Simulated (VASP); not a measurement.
A run of VASP 6.6.1 is set up as follows.

Contents of INCAR:

```
PREC = Accurate ; ENCUT = 500
EDIFF = 1E-6 ; ISMEAR = 0
SIGMA = 0.15 ; LREAL = F
LASPH = T ; NELM = 200
ALGO = Normal ; ISIF = 2
LWAVE = F ; LCHARG = F
GGA = PE ; NBANDS = 35
GGA_COMPAT = F ; LMAXMIX = 6
```

KPOINTS

```
Automatic mesh
0
Gamma
  3 3 3
```

File POSCAR:

```
PrInBr4
1.0
   -4.1090868075      4.5362212839      4.2964465406
    4.1090868075     -4.5362212839      4.2964465406
    4.1090868075      4.5362212839     -4.2964465406
Pr In Br
1 1 4
Direct
    0.5000000000      0.5000000000      0.0000000000
    0.0000000000      0.5000000000      0.5000000000
    0.7324154177     -0.0265820355      0.2410025468
    0.2675845823      1.0265820355      0.7589974532
    0.7324154177      0.4914128708      0.7589974532
    0.2675845823      0.5085871292      0.2410025468
```

Potentials or basis: VASP PAW PBE potentials, release 64 (Pr_3, In_d, Br), 4f in core.

The run is started by

```bash
$ cat potpaw_PBE.64/Pr_3/POTCAR potpaw_PBE.64/In_d/POTCAR potpaw_PBE.64/Br/POTCAR > POTCAR
$ mpirun -np 1 vasp_std > vasp.out
```

(1) Estimate the pressure.

(2) Estimate the largest force.

(3) Predict the band gap on the k mesh.

Results:

(1) 0.2 GPa.

(2) 0.053 eV/Å.

(3) 1.67 eV (least direct gap 1.68 eV).

Caveat: spin-orbit coupling is left out, which moves the levels of the heavy elements; an odd mesh through Γ misses points on the zone boundary, where band edges can lie; the 4f electrons are frozen in the core, so they carry no moment and show no levels.
